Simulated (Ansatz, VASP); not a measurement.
# One calculation of InSe, two programs

```
In Se
1.0
     5.86790   -2.05500    0.00000
     5.86790    2.05500    0.00000
    -1.59942    0.00000    4.41013
In Se
2 2
Direct
  0.88400 0.88400 0.00500
  0.11600 0.11600 0.99500
  0.66000 0.66000 0.64200
  0.34000 0.34000 0.35800
```

Change from the starting cell: zz strain of +2 %, PAW files.

Alike in both runs: task electric field gradients; functional PBEsol; k mesh 7 × 7 × 6; occupations fermi-dirac, width 0.02 eV; no spin polarisation.

|  | VASP | Ansatz |
| --- | --- | --- |
| version | VASP 6.6.1 | Ansatz 0.2.0 |
| potentials or method | VASP PAW PBE potentials, release 64 (In_d, Se) | PAW with Ansatz's default frozen-core files, scalar-relativistic |
| plane-wave cutoff (eV) | 520 | 420 |
| valence electrons in the cell | 38 | 58 |

|  | VASP | Ansatz | Ansatz less VASP |
| --- | --- | --- | --- |
| gap on the k mesh at the Fermi level (eV) | 0.90 | 0.90 | +0.003 |
| pressure (GPa) | -1.1 | -1.1 | -0.06 |
| traceless stress, the component that is largest in VASP (GPa) | 2.05 | 2.04 | -0.005 |
| rms of the force components (eV/Å) | 0.369 | 0.372 | +0.0030 |
| size of Vzz on the site where it differs most (V/Å²) | 73.6 | 76.6 | +3.05 |

VASP's potentials were made for PBE, not for PBEsol. Atom by atom the forces differ by 0.009 eV/Å (rms over components). The functional is the same, so the differences come from potentials, cutoffs and numerics. VASP's potentials hold 38 valence electrons a cell and Ansatz's 58, so a difference there can come from the potentials and not from the codes.
